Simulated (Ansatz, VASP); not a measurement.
Two plane-wave programs on PtSe2

File INCAR:

```
ALGO     = Normal         # electronic algorithm
EDIFF    = 1E-8           # SCF threshold, eV
ENCUT    = 520            # plane-wave cutoff, eV
ISIF     = 2              # what is computed and relaxed
ISMEAR   = 0              # smearing method
LASPH    = True           # aspherical terms in the spheres
LCHARG   = False          # write CHGCAR
LEFG     = True         
LREAL    = False          # projectors in reciprocal space
LWAVE    = False          # write WAVECAR
NBANDS   = 18             # bands
NELM     = 80             # most SCF steps
PREC     = Accurate       # precision mode
SIGMA    = 0.05           # smearing width, eV
```

KPOINTS

```
k-points
0
Gamma
  10 10 8
```

File POSCAR:

```
PtSe2
1.0
    3.7426818375      0.0000000000      0.0000000000
   -1.8713409187      3.2412575495      0.0000000000
    0.0000000000      0.0000000000      4.7585423759
Pt Se
1 2
Direct
    0.0000000000      0.0000000000      0.0000000000
    0.3333333333      0.6666666667      0.2645075981
    0.6666666667      0.3333333333      0.7354924019
```

Input for Ansatz:

```yaml
crystal:
  lattice:
    - [3.7426818375, 0.0, 0.0]
    - [-1.8713409187, 3.2412575495, 0.0]
    - [0.0, 0.0, 4.7585423759]
  atoms:
    - { symbol: Pt, position: [0.0, 0.0, 0.0] }
    - { symbol: Se, position: [0.3333333333, 0.6666666667, 0.2645075981] }
    - { symbol: Se, position: [0.6666666667, 0.3333333333, 0.7354924019] }
basis:
  ecutwfc: 420
  ecutrho_ratio: 4
kpoints:
  mp_grid: { grid: [10, 10, 8] }
hamiltonian:
  xc: lda
scf:
  occupations: { method: gaussian, width: 0.05 }
output:
  forces: true
  stress: true
  eigenvalues: true
  efg: { contact_densities: true }
```

Alike in both runs: task electric field gradients; functional LDA; k mesh 10 × 10 × 8; occupations gaussian, width 0.05 eV; no spin polarisation.

|  | VASP | Ansatz |
| --- | --- | --- |
| version | VASP 6.6.1 | Ansatz 0.2.0 |
| potentials or method | VASP PAW LDA potentials, release 64 (Pt, Se), cutoff 520 eV | scalar-relativistic, plane waves, PAW |
| valence electrons in the cell | 22 | 50 |

```csv
,VASP,Ansatz,Ansatz less VASP
gap on the k mesh at the Fermi level (eV),none,none,-
pressure (GPa),0.4,0.0,-0.41
"traceless stress, the component that is largest in VASP (GPa)",-0.13,0.00,+0.130
rms of the force components (eV/Å),0.024,0.000,-0.0239
size of Vzz on the site where it differs most (V/Å²),145.3,83.6,-61.61
```

LDA's correlation is that of Perdew and Zunger in VASP and of Perdew and Wang (1992) in Ansatz. Atom by atom the forces differ by 0.024 eV/Å (rms over components). A gap of «none» marks a metal or a gap that the smearing closes. VASP's potentials hold 22 valence electrons a cell and Ansatz's 50, so a difference there can come from the potentials and not from the codes.

Spin-orbit coupling is off throughout.
